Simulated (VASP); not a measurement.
Mg7FeS8 (a cell with a defect), 16 atoms in the cell. The cell holds a defect, 16 atoms: a = 7.328 Å, b = 7.328 Å, c = 7.328 Å, α = 60.00°, β = 60.00°, γ = 60.00°. 

```yaml
Program: VASP 6.6.1
Task: single point
Functional: PBE0
Potentials_or_basis: VASP PAW PBE potentials, release 64 (S, Mg, Fe)
Cutoff: 400 eV
k_mesh: 2 × 2 × 2, shifted
Occupations: fermi-dirac, width 0.05 eV
Spin: no spin polarisation
Dipole_correction: no
Grid_for_exact_exchange_PRECFOCK: Fast
Further_INCAR_settings: LREAL = Auto; ALGO = Normal; EDIFF = 1e-06; NBANDS = 49; ISYM = -1
Share_of_exact_exchange: 0.25
```

Potentials or basis: VASP PAW PBE potentials, release 64 (S, Mg, Fe).

Run with:

```sh
$ cat potpaw_PBE.64/S/POTCAR potpaw_PBE.64/Mg/POTCAR potpaw_PBE.64/Fe/POTCAR > POTCAR
$ cp INCAR.step1 INCAR
$ mpirun -np 1 vasp_std > vasp.out
$ cp INCAR.step2 INCAR
$ mpirun -np 1 vasp_std > vasp.out
```

Hardware: 1 thread of Intel(R) Xeon(R) Platinum 8259CL CPU @ 2.50GHz (Skylake/Cascade Lake) (shared host).

How long does it take, and how much memory?

Wall time 33 min on 1 thread of Intel(R) Xeon(R) Platinum 8259CL CPU @ 2.50GHz (Skylake/Cascade Lake), on a shared host, peak memory 0.4 GiB. Counts: k points 8.
